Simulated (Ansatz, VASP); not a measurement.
SbW in VASP and in Ansatz

```
CELL_PARAMETERS angstrom
0.00000 3.03329 3.03329
3.03329 0.00000 3.03329
3.03329 3.03329 0.00000
ATOMIC_POSITIONS crystal
W 0.00000 0.00000 0.00000
Sb 0.25000 0.25000 0.25000
```

Alike in both runs: task single point; functional r2SCAN; k mesh 10 × 10 × 10; occupations gaussian, width 0.05 eV; no spin polarisation.

|  | VASP | Ansatz |
| --- | --- | --- |
| version | VASP 6.6.1 | Ansatz 0.2.0 |
| potentials or method | VASP PAW PBE potentials, release 64 (W_sv, Sb), cutoff 520 eV | scalar-relativistic, plane waves, PAW |
| valence electrons in the cell | 19 | 29 |

|  | VASP | Ansatz | Ansatz less VASP |
| --- | --- | --- | --- |
| gap on the k mesh at the Fermi level (eV) | none | none | - |
| pressure (GPa) | 2.1 | 2.0 | -0.13 |

VASP's potentials were made for PBE, not for r2SCAN. A gap of «none» marks a metal or a gap that the smearing closes. With one functional, cell and mesh, what is left measures potentials, basis and numerics. VASP's potentials hold 19 valence electrons a cell and Ansatz's 29, so a difference there can come from the potentials and not from the codes.

Neither program's run includes spin-orbit coupling.
